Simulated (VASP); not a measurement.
Input of a VASP 6.6.1 run:

File INCAR:

```
SYSTEM = B3MoP4
PREC = Accurate
ENCUT = 520
EDIFF = 1E-6
ISMEAR = 0
SIGMA = 0.1
LREAL = .False.
LASPH = .True.
NELM = 100
ALGO = Normal
ISIF = 2
LWAVE = .False.
LCHARG = .True.
GGA = PE
LELF = .True.
LVHAR = .True.
NBANDS = 32
```

File KPOINTS:

```
regular mesh
0
Gamma
  8 8 8
  0 0 0
```

POSCAR

```
B3MoP4
1.0
    4.8308872181      0.0000000000      0.0000000000
    0.0000000000      4.8308872181      0.0000000000
    0.0000000000      0.0000000000      4.8308872181
B Mo P
3 1 4
Direct
    0.5000000000      0.0000000000      0.0000000000
    0.0000000000      0.5000000000      0.0000000000
    0.0000000000      0.0000000000      0.5000000000
    0.5000000000      0.5000000000      0.5000000000
    0.2301874029      0.2301874029      0.2301874029
    0.7698125971      0.7698125971      0.2301874029
    0.7698125971      0.2301874029      0.7698125971
    0.2301874029      0.7698125971      0.7698125971
```

Potentials or basis: VASP PAW PBE potentials, release 64 (B, Mo_sv, P).

Command:

```bash
$ cat potpaw_PBE.64/B/POTCAR potpaw_PBE.64/Mo_sv/POTCAR potpaw_PBE.64/P/POTCAR > POTCAR
$ mpirun -np 1 vasp_std > vasp.out
```

**Question.** Estimate the largest force.

**Answer.** 0.007 eV/Å.

**Question.** Estimate the pressure.

**Answer.** -0.2 GPa.

Forces in eV/Å, atoms in the order of the input:
```
B    0.000  0.000  0.000
B    0.000  0.000  0.000
B    0.000  0.000  0.000
Mo   0.000  0.000  0.000
P   -0.004 -0.004 -0.004
P    0.004  0.004 -0.004
P    0.004 -0.004  0.004
P   -0.004  0.004  0.004
```
